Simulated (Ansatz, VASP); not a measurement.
**Two plane-wave programs on Ir**

File INCAR:

```
SYSTEM = Ir
PREC = Accurate
ENCUT = 600
EDIFF = 1E-6
ISMEAR = -1
SIGMA = 0.1
LREAL = .False.
LASPH = .True.
NELM = 60
ALGO = Normal
ISIF = 3
LWAVE = .False.
LCHARG = .False.
GGA = CA
IBRION = 2
NSW = 80
EDIFFG = -0.01
```

KPOINTS

```
regular mesh
0
Gamma
  5 5 5
  0 0 0
```

Contents of POSCAR:

```
Ir
1.0
    4.8373408790      0.0000000000      0.0000000000
    0.0000000000      4.8373408790      0.0000000000
    0.0000000000      0.0000000000      4.8373408790
Ir
8
Direct
    0.0000000000      0.0000000000      0.0000000000
    0.5000000000      0.5000000000      0.5000000000
    0.2500000000      0.0000000000      0.5000000000
    0.7500000000      0.0000000000      0.5000000000
    0.5000000000      0.2500000000      0.0000000000
    0.5000000000      0.7500000000      0.0000000000
    0.0000000000      0.5000000000      0.2500000000
    0.0000000000      0.5000000000      0.7500000000
```

Input for Ansatz:

```yaml
crystal:
  lattice:
    - [4.837340879, 0.0, 0.0]
    - [0.0, 4.837340879, 0.0]
    - [0.0, 0.0, 4.837340879]
  atoms:
    - { symbol: Ir, position: [0.0, 0.0, 0.0] }
    - { symbol: Ir, position: [0.5, 0.5, 0.5] }
    - { symbol: Ir, position: [0.25, 0.0, 0.5] }
    - { symbol: Ir, position: [0.75, 0.0, 0.5] }
    - { symbol: Ir, position: [0.5, 0.25, 0.0] }
    - { symbol: Ir, position: [0.5, 0.75, 0.0] }
    - { symbol: Ir, position: [0.0, 0.5, 0.25] }
    - { symbol: Ir, position: [0.0, 0.5, 0.75] }
hamiltonian:
  xc: lda
  pseudopotentials:
    kind: paw
    azcp:
      Ir: "pseudopotentials/Ir.paw.azcp"
basis:
  ecutwfc: 420
  fft_grid_basis: typed
kpoints:
  mp_grid: { grid: [5, 5, 5], shift: [0, 0, 0] }
magnetization:
  spin_polarized: false
scf:
  occupations: { method: fermi_dirac, width: 0.1 }
relax:
  max_steps: 60
  f_tol: 0.01
  cell: {}
```

Alike in both runs: task relaxation of cell and atoms; functional LDA; k mesh 5 × 5 × 5; occupations fermi-dirac, width 0.1 eV; no spin polarisation.

|  | VASP | Ansatz |
| --- | --- | --- |
| version | VASP 6.6.1 | Ansatz 0.2.0 |
| potentials or method | VASP PAW LDA potentials, release 64 (Ir), cutoff 600 eV | plane waves (420 eV) with PAW, scalar-relativistic |
| valence electrons in the cell | 72 | 136 |

|  | VASP | Ansatz | Ansatz less VASP |
| --- | --- | --- | --- |
| relaxed volume (Å³/atom) | 14.49 | 14.40 | -0.092 |
| relaxed length of the cell vector where the two differ most in proportion (Å) | 4.876 | 4.866 | -0.0103 |

Ansatz warns that its potentials were made for another functional, while VASP's fit it. LDA's correlation is that of Perdew and Zunger in VASP and of Perdew and Wang (1992) in Ansatz. VASP's potentials hold 72 valence electrons a cell and Ansatz's 136, so a difference there can come from the potentials and not from the codes.

Neither program's run includes spin-orbit coupling.
